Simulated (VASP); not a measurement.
SnSe, 8 atoms in the cell. It takes space group Pnma (No. 62, orthorhombic). Conventional cell: a = 11.739 Å, b = 4.129 Å, c = 4.735 Å, α = 90.00°, β = 90.00°, γ = 90.00°. Sn (site symmetry m) has 6 Se at 2.76 to 3.61 Å and 2 Sn at 3.71 Å within 3.8 Å. Within 3.7 Å of Se (site symmetry m) lie 6 Sn at 2.76 to 3.61 Å.  This cell differs from its parent crystal: uniaxial z strain +1.0%.

| Quantity | Value |
| --- | --- |
| Program | VASP 6.6.1 |
| Task | single point |
| Functional | PBE |
| Potentials or basis | VASP PAW PBE potentials, release 64 (Sn_d, Se) |
| Cutoff | 520 eV |
| k mesh | 2 × 6 × 6 |
| Occupations | fermi-dirac, width 0.02 eV |
| Spin | no spin polarisation |
| Dipole correction | no |
| Further INCAR settings | ALGO = Normal; EDIFF = 1e-06; NBANDS = 50 |

Potentials or basis: VASP PAW PBE potentials, release 64 (Sn_d, Se).

Launch:

```console
$ cat potpaw_PBE.64/Sn_d/POTCAR potpaw_PBE.64/Se/POTCAR > POTCAR
$ mpirun -np 1 vasp_std > vasp.out
```

Hardware: 1 thread of Intel Xeon 8259CL, with other jobs on the host.

Q: Estimate the wall time of this run.

A: It took 12 min on 1 thread of Intel Xeon 8259CL (shared host), peak memory 0.47 GiB. Counts: scf iterations 14, k points 32.
